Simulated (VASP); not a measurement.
SiC: single point with PBE

The system is SiC.

```
Si C
1.0
     5.56765    0.00000    0.00000
     0.00000    7.67880    0.00000
     0.00000    0.00000    2.67546
Si C
6 6
Direct
  0.58691 0.64906 0.50000
  0.41309 0.35094 0.50000
  0.00000 0.50000 0.00000
  0.08691 0.85094 0.50000
  0.91309 0.14906 0.50000
  0.50000 0.00000 0.00000
  0.08691 0.35094 0.50000
  0.91309 0.64906 0.50000
  0.50000 0.50000 0.00000
  0.58691 0.14906 0.50000
  0.41309 0.85094 0.50000
  0.00000 0.00000 0.00000
```

The cell was built from a structure type or drawn by symmetry, and may not be a known phase.

```json
{
  "Program": "VASP 6.6.1",
  "Task": "single point",
  "Functional": "PBE",
  "Potentials or basis": "VASP PAW PBE potentials, release 64 (Si, C)",
  "Cutoff": "520 eV",
  "k mesh": "4 × 2 × 6",
  "Occupations": "gaussian, width 0.1 eV",
  "Spin": "collinear spin",
  "Starting moments": "[0.0, 0.0, 0.0, 0.0, 0.0, 0.0, 1.0, 1.0, 1.0, 1.0, 1.0, 1.0] μB",
  "Dipole correction": "no",
  "Further INCAR settings": "ALGO = Normal; EDIFF = 1e-06; NBANDS = 40"
}
```

- Pressure: 33.5 GPa
- Largest force: 2.213 eV/Å
- Band gap on the k mesh: zero (filled and empty bands overlap)
- Net moment: 0.00 μB per cell
- Valence electrons inside the program's atomic spheres: Si 1.71, 1.68 (each value once); C 2.67, 2.65 (each value once)

Forces on the atoms (eV/Å):
```
Si  -0.390  0.270  0.000
Si   0.390 -0.270  0.000
Si   0.000  0.000  0.000
Si  -0.390 -0.270  0.000
Si   0.390  0.270  0.000
Si   0.000  0.000  0.000
C   -0.319 -2.190  0.000
C    0.319  2.190  0.000
C    0.000  0.000  0.000
C   -0.319  2.190  0.000
C    0.319 -2.190  0.000
C    0.000  0.000  0.000
```

Stress tensor (GPa, compression positive):
```
 6.23  0.00  0.00
 0.00 28.23  0.00
 0.00  0.00 66.06
```

Levels at points of the mesh, in eV from the Fermi level:
Spin up:
| k point | band 20 | band 21 | band 22 | band 23 | band 24 | band 25 | band 26 | band 27 | band 28 | band 29 |
| --- | --- | --- | --- | --- | --- | --- | --- | --- | --- | --- |
| (0.00, 0.00, 0.00) | -1.48 | -1.20 | -1.07 | -0.53 | 0.07 | 2.22 | 2.28 | 2.33 | 2.89 | 3.60 |
| (0.50, 0.00, 0.00) | -1.49 | -1.43 | -1.43 | -0.07 | -0.07 | 0.60 | 0.60 | 3.71 | 3.71 | 3.99 |
| (0.00, 0.50, 0.00) | -2.33 | -1.21 | -1.21 | -0.13 | -0.13 | 1.82 | 1.82 | 2.94 | 2.94 | 3.75 |
| (0.50, 0.50, 0.00) | -2.94 | -1.52 | -1.52 | -0.17 | -0.17 | 0.02 | 0.02 | 3.90 | 3.90 | 4.22 |
| (0.00, 0.00, 0.50) | -3.76 | -3.42 | -2.90 | -2.72 | -2.34 | -0.52 | 0.10 | 2.11 | 2.40 | 2.77 |
| (0.50, 0.00, 0.50) | -4.70 | -2.31 | -2.31 | -2.06 | -2.06 | 0.13 | 0.13 | 1.32 | 1.32 | 2.51 |
| (0.00, 0.50, 0.50) | -4.41 | -3.74 | -3.74 | -1.69 | -1.69 | 0.62 | 0.62 | 2.84 | 2.84 | 3.20 |
| (0.50, 0.50, 0.50) | -4.71 | -2.07 | -2.07 | -1.83 | -1.83 | -0.26 | -0.26 | 2.40 | 2.40 | 3.19 |
Spin down:
```tsv
k point	band 22	band 23	band 24	band 25	band 26	band 27
(0.00, 0.00, 0.00)	-1.07	-0.53	0.07	2.22	2.28	2.33
(0.50, 0.00, 0.00)	-1.43	-0.07	-0.07	0.60	0.60	3.71
(0.00, 0.50, 0.00)	-1.21	-0.13	-0.13	1.82	1.82	2.94
(0.50, 0.50, 0.00)	-1.52	-0.17	-0.17	0.02	0.02	3.90
(0.00, 0.00, 0.50)	-2.90	-2.72	-2.34	-0.52	0.10	2.11
(0.50, 0.00, 0.50)	-2.31	-2.06	-2.06	0.13	0.13	1.32
(0.00, 0.50, 0.50)	-3.74	-1.69	-1.69	0.62	0.62	2.84
(0.50, 0.50, 0.50)	-2.07	-1.83	-1.83	-0.26	-0.26	2.40
```

Run time: 2.2 min on 1 thread of Intel(R) Xeon(R) 6975P-C (Granite Rapids), with other jobs on the host, peak memory 0.34 GiB.

Caveat: the k points lie up to 0.41 Å⁻¹ apart, too coarse for converged energies and pressures of a metal; semilocal functionals underestimate gaps, so a narrow gap can read as zero; forces of over 1 eV/Å act on the atoms, so gaps and moduli don't describe the material at rest.
